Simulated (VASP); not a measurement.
# GeSb2Te4 (Fmm2) in VASP: single point with PBE

Aim: the single point of GeSb2Te4 with PBE.

Program: VASP 6.6.1. These are calculated values, not measurements. Logs are shortened: lines on timing, memory, paths and dates and some standing lists are left out, and cuts for length are marked.

## 1. The cell of the first run

Symmetry: Fmm2, No. 42, orthorhombic system. Conventional cell: a = 8.075 Å, b = 8.750 Å, c = 13.536 Å, α = 90.00°, β = 90.00°, γ = 90.00°. Within 3.8 Å of Ge (site symmetry mm2) lie 6 Te at 2.86 to 3.09 Å. Within 3.8 Å of Sb (site symmetry m) lie 1 Sb at 2.86 Å and 4 Te at 3.01 to 3.07 Å. Within 3.8 Å of Te (site symmetry m) lie 1 Ge at 2.86 Å and 2 Sb at 3.07 Å and 2 Te at 3.60 Å. Te (site symmetry 2) has 2 Sb at 3.01 Å and 2 Ge at 3.09 Å and 4 Te at 3.60 to 4.04 Å within 4.1 Å.

The cell was built from a structure type or drawn by symmetry, and may not be a known phase.

## 2. Single point, PBE

INCAR reads:

```
SYSTEM = GeSb2Te4
PREC = Accurate
ENCUT = 520
EDIFF = 1E-6
ISMEAR = 0
SIGMA = 0.2
LREAL = .False.
LASPH = .True.
NELM = 100
ALGO = Normal
ISIF = 2
LWAVE = .False.
LCHARG = .False.
GGA = PE
NBANDS = 33
```

KPOINTS reads:

```
Automatic mesh
0
Gamma
  3 3 3
  0 0 0
```

POSCAR reads:

```
GeSb2Te4
1.0
    0.0000000000      4.3748185889      6.7677569282
    4.0375495212      0.0000000000      6.7677569282
    4.0375495212      4.3748185889      0.0000000000
Ge Sb Te
1 2 4
Direct
    0.3219488364      0.3219488364      0.6780511636
    0.2023938115      0.8750476699      0.1249523301
    0.8750476699      0.2023938115      0.7976061885
    0.4231729526      0.9218659014      0.5768270474
    0.9218659014      0.4231729526      0.0781340986
    0.8836469990      0.8836469990      0.6163530010
    0.3836469990      0.3836469990      0.1163530010
```

Potentials or basis: VASP PAW PBE potentials, release 64 (Ge_d, Sb, Te).

The run is started by

```console
cat potpaw_PBE.64/Ge_d/POTCAR potpaw_PBE.64/Sb/POTCAR potpaw_PBE.64/Te/POTCAR > POTCAR
mpirun -np 1 vasp_std > vasp.out
```

OUTCAR:

```text
SYSTEM = GeSb2Te4
   PREC = Accurate
   ENCUT = 520
   EDIFF = 1E-6
   ISMEAR = 0
   LREAL = .False.
   LASPH = .True.
   NELM = 100
   ISIF = 2
   GGA = PE

 ion  position               nearest neighbor table
   1  0.322  0.322  0.678-   4 2.86   5 2.86   6 3.09   6 3.09   7 3.09   7 3.09
   2  0.202  0.875  0.125-   3 2.86   6 3.01   7 3.01   5 3.07   4 3.07
   3  0.875  0.202  0.798-   2 2.86   6 3.01   7 3.01   4 3.07   5 3.07
   4  0.423  0.922  0.577-   1 2.86   2 3.07   3 3.07   7 3.60   6 3.60
   5  0.922  0.423  0.078-   1 2.86   3 3.07   2 3.07   7 3.60   6 3.60
   6  0.884  0.884  0.616-   2 3.01   3 3.01   1 3.09   1 3.09   4 3.60   5 3.60
   7  0.384  0.384  0.116-   2 3.01   3 3.01   1 3.09   1 3.09   4 3.60   5 3.60

  LATTYP: Found a face centered orthorhombic cell.
 ALAT       =     8.0750990424
 B/A-ratio  =     1.0835331099
 C/A-ratio  =     1.6762040670

  Lattice vectors:

 A1 = (   0.0000000000,   4.3748185889,   6.7677569282)
 A2 = (   4.0375495212,   0.0000000000,   6.7677569282)
 A3 = (   4.0375495212,   4.3748185889,   0.0000000000)

Analysis of symmetry for initial positions (statically):
=====================================================================
 Subroutine PRICEL returns:
 Original cell was already a primitive cell.

 Routine SETGRP: Setting up the symmetry group for a
 face centered orthorhombic supercell.

 Subroutine GETGRP returns: Found  4 space group operations
 (whereof  4 operations were pure point group operations)
 out of a pool of  8 trial point group operations.

The static configuration has the point symmetry C_2v.

Analysis of symmetry for dynamics (positions and initial velocities):
=====================================================================
 Subroutine PRICEL returns:
 Original cell was already a primitive cell.

 Routine SETGRP: Setting up the symmetry group for a
 face centered orthorhombic supercell.

 Subroutine GETGRP returns: Found  4 space group operations
 (whereof  4 operations were pure point group operations)
 out of a pool of  8 trial point group operations.

The dynamic configuration has the point symmetry C_2v.

 Subroutine INISYM returns: Found  4 space group operations
 (whereof  4 operations are pure point group operations),
 and found     1 'primitive' translations

----------------------------------------------------------------------------------------

                                     Primitive cell

  volume of cell :     239.0852

  direct lattice vectors                    reciprocal lattice vectors
     0.000000000  4.374818589  6.767756928    -0.123837490  0.114290453  0.073879722
     4.037549521  0.000000000  6.767756928     0.123837490 -0.114290453  0.073879722
     4.037549521  4.374818589  0.000000000     0.123837490  0.114290453 -0.073879722

  length of vectors
     8.058633353  7.880630684  5.953221298     0.184000666  0.184000666  0.184000666

  position of ions in fractional coordinates (direct lattice)
     0.321948836  0.321948836  0.678051164
     0.202393812  0.875047670  0.124952330
     0.875047670  0.202393812  0.797606188
     0.423172953  0.921865901  0.576827047
     0.921865901  0.423172953  0.078134099
     0.883646999  0.883646999  0.616353001
     0.383646999  0.383646999  0.116353001

  ion indices of the primitive-cell ions
   primitive index   ion index
                 1           1
                 2           2
                 3           3
                 4           4
                 5           5
                 6           6
                 7           7

----------------------------------------------------------------------------------------

 KPOINTS: Automatic mesh

Automatic generation of k-mesh.
 Grid dimensions read from file:
 generate k-points for:    3    3    3

 Generating k-lattice:

  Cartesian coordinates                     Fractional coordinates (reciprocal lattice)
    -0.041279163  0.038096818  0.024626574     0.333333333 -0.000000000  0.000000000
     0.041279163 -0.038096818  0.024626574    -0.000000000  0.333333333 -0.000000000
     0.041279163  0.038096818 -0.024626574     0.000000000  0.000000000  0.333333333

  Length of vectors
     0.061333555  0.061333555  0.061333555

  Shift w.r.t. Gamma in fractional coordinates (k-lattice)
     0.000000000  0.000000000  0.000000000

 Subroutine IBZKPT returns following result:
 ===========================================

 Found      8 irreducible k-points:

 Following reciprocal coordinates:
            Coordinates               Weight
  0.000000  0.000000  0.000000      1.000000
  0.333333  0.000000  0.000000      8.000000
  0.333333  0.333333  0.000000      2.000000
 -0.333333  0.333333 -0.000000      4.000000
  0.333333  0.000000  0.333333      2.000000
 -0.333333 -0.000000  0.333333      4.000000
  0.000000  0.333333  0.333333      2.000000
 -0.333333  0.333333  0.333333      4.000000
   k-points           NKPTS =      8   k-points in BZ     NKDIM =      8   number of bands    NBANDS=     33
   number of dos      NEDOS =    301   number of ions     NIONS =      7
   total plane-waves  NPLWV = 172800
   dimension x,y,z NGX =    60 NGY =   60 NGZ =   48
   dimension x,y,z NGXF=   120 NGYF=  120 NGZF=   96
   ions per type =               1   2   4
   NGX,Y,Z   is equivalent  to a cutoff of  12.38, 12.66, 13.40 a.u.
   NGXF,Y,Z  is equivalent  to a cutoff of  24.76, 25.31, 26.81 a.u.
 SYSTEM =  GeSb2Te4
   PREC   = accura    normal or accurate (medium, high low for compatibility)
   ISTART =      0    job   : 0-new  1-cont  2-samecut
   ICHARG =      2    charge: 1-file 2-atom 10-const
   ISPIN  =      1    spin polarized calculation?
   LNONCOLLINEAR =      F non collinear calculations
   LSORBIT =      F    spin-orbit coupling
   LASPH  =      T    aspherical Exc in radial PAW
   ENCUT  =  520.0 eV  38.22 Ry    6.18 a.u.  14.98 14.65 11.07*2*pi/ulx,y,z
   NELM   =    100;   NELMIN=  2; NELMDL= -5     # of ELM steps
   EDIFF  = 0.1E-05   stopping-criterion for ELM
   LREAL  =      F    real-space projection
   EDIFFG = 0.1E-04   stopping-criterion for IOM
   NSW    =      0    number of steps for IOM
   IBRION =     -1    ionic relax: 0-MD 1-quasi-New 2-CG
   NFREE  =      0    steps in history (QN), initial steepest desc. (CG)
   ISIF   =      2    stress and relaxation
   ISYM   =      2    0-nonsym 1-usesym 2-fastsym
   POTIM  = 0.5000    time-step for ionic-motion
   TEBEG  =    0.0;   TEEND  =   0.0 temperature during run
   PSTRESS=    0.0 pullay stress
   NELECT =      48.0000    total number of electrons
   NUPDOWN=      -1.0000    fix difference up-down
   EMIN   =  10.00;   EMAX   =-10.00  energy-range for DOS
   EFERMI =   0.00;   METHOD = LEGACY
   ISMEAR =     0;   SIGMA  =   0.20  broadening in eV -4-tet -1-fermi 0-gaus
   EFERMI_NEDOS =   21; number of points for ismear=-14 and -15
   IALGO  =     38    algorithm
   IMIX   =      4    mixing-type and parameters
     AMIX     =   0.40;   BMIX     =  1.00
     AMIX_MAG =   1.60;   BMIX_MAG =  1.00
  volume/ion in A,a.u.               =      34.16       230.49
  Fermi-wavevector in a.u.,A,eV,Ry     =   0.958601  1.811492 12.502599  0.918915
  Thomas-Fermi vector in A             =   2.087722
   LORBIT       =      0    0 simple, 1 ext, 2 COOP (PROOUT), +10 PAW based schemes
   GGA     = PE    functional components
   LHFCALC =     F    Hartree Fock is set to
   AEXX    =    0.0000 exact exchange contribution
   IVDW    =     0    specifies the selected vdW correction
   LEPSILON=     F    determine dielectric tensor
   LRPA    =     F    only Hartree local field effects (RPA)
 non-spin polarized calculation
 Gauss-broadening in eV      SIGMA  =   0.20
  energy-cutoff  :      520.00
  volume of cell :      239.09
 maximum number of plane-waves:      6454
   NGX = 29   NGY = 29   NGZ = 23

 number of electron      47.9999999 magnetization

 Free energy of the ion-electron system (eV)
  ---------------------------------------------------
  ext. energy  EPLUGINS =         0.00000000
  ---------------------------------------------------
  free energy    TOTEN  =       -24.79645078 eV

  energy without entropy =      -24.70703408  energy(sigma->0) =      -24.75174243

 E-fermi :   4.9054     XC(G=0):  -8.8492

 val. band max:        4.8954274930   @ k =  -0.3333   0.3333   0.3333
 cond. band min:       4.9237218739   @ k =  -0.3333   0.3333   0.3333
 fundamental gap:      0.0282943809
 Fermi energy:         4.9053798100

 k-point     1 :       0.0000    0.0000    0.0000
  band No.  band energies     occupation
      1     -19.7373      2.00000
      2     -19.7335      2.00000
      3     -19.7189      2.00000
      4     -19.7022      2.00000
      5     -19.6959      2.00000
      6      -7.7093      2.00000
[... 25 lines left out ...]
     32       8.5680      0.00000
     33       8.9530      0.00000

 k-point     2 :       0.3333    0.0000    0.0000
  band No.  band energies     occupation
      1     -19.7373      2.00000
      2     -19.7334      2.00000
      3     -19.7189      2.00000
      4     -19.7022      2.00000
      5     -19.6959      2.00000
      6      -7.3503      2.00000
[... 25 lines left out ...]
     32       8.5130      0.00000
     33       9.0254      0.00000

 k-point     3 :       0.3333    0.3333    0.0000
  band No.  band energies     occupation
      1     -19.7373      2.00000
      2     -19.7335      2.00000
      3     -19.7189      2.00000
      4     -19.7022      2.00000
      5     -19.6959      2.00000
      6      -7.4337      2.00000
[... 25 lines left out ...]
     32       8.9303      0.00000
     33       9.5344      0.00000

 k-point     4 :      -0.3333    0.3333   -0.0000
  band No.  band energies     occupation
      1     -19.7373      2.00000
      2     -19.7334      2.00000
      3     -19.7189      2.00000
      4     -19.7021      2.00000
      5     -19.6959      2.00000
      6      -7.0043      2.00000
[... 25 lines left out ...]
     32       8.5313      0.00000
     33       9.2171      0.00000

 k-point     5 :       0.3333    0.0000    0.3333
  band No.  band energies     occupation
      1     -19.7373      2.00000
      2     -19.7333      2.00000
      3     -19.7189      2.00000
      4     -19.7022      2.00000
      5     -19.6958      2.00000
      6      -7.1827      2.00000
[... 25 lines left out ...]
     32       8.4809      0.00000
     33       8.6526      0.00000

 k-point     6 :      -0.3333   -0.0000    0.3333
  band No.  band energies     occupation
      1     -19.7373      2.00000
      2     -19.7333      2.00000
      3     -19.7189      2.00000
      4     -19.7021      2.00000
      5     -19.6958      2.00000
      6      -6.9087      2.00000
[... 25 lines left out ...]
     32       8.2543      0.00000
     33       8.7985      0.00000

 k-point     7 :       0.0000    0.3333    0.3333
  band No.  band energies     occupation
      1     -19.7373      2.00000
      2     -19.7333      2.00000
      3     -19.7189      2.00000
      4     -19.7021      2.00000
      5     -19.6958      2.00000
      6      -7.0930      2.00000
[... 25 lines left out ...]
     32       8.2874      0.00000
     33       8.8592      0.00000

 k-point     8 :      -0.3333    0.3333    0.3333
  band No.  band energies     occupation
      1     -19.7373      2.00000
      2     -19.7333      2.00000
      3     -19.7189      2.00000
      4     -19.7021      2.00000
      5     -19.6958      2.00000
      6      -6.9952      2.00000
[... 25 lines left out ...]
     32       8.2344      0.00000
     33       8.5473      0.00000

------------------------ aborting loop because EDIFF is reached ----------------------------------------

  FORCE on cell =-STRESS in cart. coord.  units (eV):
  Direction    XX          YY          ZZ          XY          YZ          ZX
  --------------------------------------------------------------------------------------
  -------------------------------------------------------------------------------------
  Total       -0.0198888      0.0795895      0.0374700      0.0000000      0.0000000      0.0000000
  in kB       -0.1332807      0.5333518      0.2510970      0.0000000      0.0000000      0.0000000
  external PRESSURE =       0.2170561 kB  Pullay stress =       0.0000000 kB

 VOLUME and BASIS-vectors are now :
 -----------------------------------------------------------------------------
  energy-cutoff  :      520.00
  volume of cell :      239.09
      direct lattice vectors                 reciprocal lattice vectors
     0.000000000  4.374818589  6.767756928    -0.123837490  0.114290453  0.073879722
     4.037549521  0.000000000  6.767756928     0.123837490 -0.114290453  0.073879722
     4.037549521  4.374818589  0.000000000     0.123837490  0.114290453 -0.073879722

 POSITION                                       TOTAL-FORCE (eV/Angst)
 -----------------------------------------------------------------------------------
      4.03755      4.37482      4.35774         0.000000      0.000000      0.000412
      4.03755      1.43208      7.29186         0.000000      0.040620     -0.005276
      4.03755      7.31756      7.29186         0.000000     -0.040620     -0.005276
      6.05105      4.37482      9.10290         0.016293      0.000000      0.017549
      2.02405      4.37482      9.10290        -0.016293      0.000000      0.017549
      6.05632      6.56223     11.96062         0.000000     -0.000000     -0.012478
      2.01877      2.18741      5.19286        -0.000000      0.000000     -0.012478
 -----------------------------------------------------------------------------------
    total drift:                               -0.000010     -0.000010      0.000985

  FREE ENERGIE OF THE ION-ELECTRON SYSTEM (eV)
  ---------------------------------------------------
  free  energy   TOTEN  =       -24.7964507759 eV

  energy  without entropy=      -24.7070340825  energy(sigma->0) =      -24.75174243
```

Run time: 2.9 min. Hardware: 1 thread of Intel Xeon 8259CL, shared host; peak memory 0.41 GiB.

Results:

```yaml
Free_energy: -24.7965 eV
Pressure: 0.0 GPa
Largest_force: 0.041 eV/Å
Band_gap_on_the_k_mesh: zero (bands 24 and 25 overlap by 0.34 eV)
```

Forces in eV/Å, atoms in the order of the input:
```
Ge   0.000  0.000  0.000
Sb   0.000  0.041 -0.005
Sb   0.000 -0.041 -0.005
Te   0.016  0.000  0.018
Te  -0.016  0.000  0.018
Te   0.000  0.000 -0.012
Te   0.000  0.000 -0.012
```

Caveat: the k points lie up to 0.39 Å⁻¹ apart; spin-orbit coupling is left out, which moves the levels of the heavy elements.
